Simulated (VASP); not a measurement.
GaGe3, 8 atoms in the cell. It takes space group P6_3/mmc (No. 194, hexagonal). The conventional cell has a = 6.102 Å, b = 6.102 Å, c = 5.134 Å, α = 90.00°, β = 90.00°, γ = 120.00°. Ge (site symmetry mm2) has 8 Ge at 2.99 to 3.11 Å and 4 Ga at 3.05 to 3.13 Å within 3.9 Å. Within 4.0 Å of Ga (site symmetry -6m2) lie 12 Ge at 3.05 to 3.13 Å. 

* Program: VASP 6.6.1
* Task: single point
* Functional: PBE
* Potentials or basis: VASP PAW PBE potentials, release 64 (Ge_d, Ga_d)
* Cutoff: 520 eV
* k mesh: 5 × 5 × 5
* Occupations: fermi-dirac, width 0.05 eV
* Spin: no spin polarisation
* Dipole correction: no
* Further INCAR settings: ALGO = Normal; EDIFF = 1e-07; NBANDS = 65

Potentials or basis: VASP PAW PBE potentials, release 64 (Ge_d, Ga_d).

Launch:

```bash
$ cat potpaw_PBE.64/Ge_d/POTCAR potpaw_PBE.64/Ga_d/POTCAR > POTCAR
$ mpirun -np 1 vasp_std > vasp.out
```

Hardware: 1 thread of Intel Xeon 8259CL (shared host).

Question: How long does it take, and how much memory?

Answer: Wall time 4.8 min on 1 thread of Intel Xeon 8259CL, with other jobs on the host, peak memory 0.36 GiB. Counts: scf iterations 15, k points 15.
